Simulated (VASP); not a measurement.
Cs2Na, 3 atoms in the cell. It takes space group I4/mmm (No. 139, tetragonal). Conventional cell: a = 4.444 Å, b = 4.444 Å, c = 10.902 Å, α = 90.00°, β = 90.00°, γ = 90.00°. Within 4.7 Å of Cs (site symmetry 4mm) lie 9 Cs at 3.60 to 4.44 Å and 5 Na at 3.62 to 3.65 Å. Na (site symmetry 4/mmm) has 10 Cs at 3.62 to 3.65 Å and 4 Na at 4.44 Å within 4.8 Å. 

| Quantity | Value |
| --- | --- |
| Program | VASP 6.6.1 |
| Task | single point |
| Functional | PBE |
| Potentials or basis | VASP PAW PBE potentials, release 64 (Cs_sv, Na_pv) |
| Cutoff | 520 eV |
| k mesh | 6 × 6 × 6 |
| Occupations | gaussian, width 0.1 eV |
| Spin | no spin polarisation |
| Dipole correction | no |
| Further INCAR settings | ALGO = Fast; EDIFF = 1e-06; NBANDS = 20 |

Potentials or basis: VASP PAW PBE potentials, release 64 (Cs_sv, Na_pv).

Run with:

```sh
$ cat potpaw_PBE.64/Cs_sv/POTCAR potpaw_PBE.64/Na_pv/POTCAR > POTCAR
$ mpirun -np 1 vasp_std > vasp.out
```

Hardware: 1 thread of AMD EPYC 9R45 96-Core Processor (Zen 5), with other jobs on the host.

Q: Estimate the wall time of this run.

A: It took 70 s on 1 thread of AMD EPYC 9R45 96-Core Processor (Zen 5), with other jobs on the host, peak memory 0.3 GiB. Counts: scf iterations 14, k points 30.
